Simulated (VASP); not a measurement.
Input of a VASP 6.6.1 run:

File POSCAR:

```
Ir
1.0
    0.0000000000      2.0732760000      2.0732760000
    2.0732760000      0.0000000000      2.0732760000
    2.0732760000      2.0732760000      0.0000000000
Ir
1
Direct
    0.0000000000      0.0000000000      0.0000000000
```

The input INCAR.step1:

```
SYSTEM = Ir
ALGO = Normal
EDIFF = 1E-4
ENCUT = 520
GGA = PE
ISMEAR = 0
LASPH = .True.
LCHARG = .False.
LREAL = .False.
LWAVE = .True.
NBANDS = 10
NELM = 80
PREC = Accurate
SIGMA = 0.15
```

Contents of INCAR.step2:

```
SYSTEM = Ir
ALGO = Normal
EDIFF = 1E-6
ENCUT = 520
ISIF = 2
ISMEAR = 0
ISTART = 1
LASPH = .True.
LCHARG = .False.
LMIXTAU = .True.
LREAL = .False.
LWAVE = .False.
METAGGA = R2SCAN
NBANDS = 10
NELM = 80
PREC = Accurate
SIGMA = 0.15
```

The input KPOINTS:

```
k-points
0
Gamma
  22 22 22
  0 0 0
```

Potentials or basis: VASP PAW PBE potentials, release 64 (Ir).

The run is started by

```sh
$ cat potpaw_PBE.64/Ir/POTCAR > POTCAR
$ cp INCAR.step1 INCAR
$ mpirun -np 1 vasp_std > vasp.out
$ cp INCAR.step2 INCAR
$ mpirun -np 1 vasp_std > vasp.out
```

Task: Predict the pressure.

Result: -46.6 GPa.

Caveat: the cell differs from its parent crystal (strain +0.080 along x and y, +0.080 along z); the PAW data sets were made with another functional, which shifts forces and pressure a little.
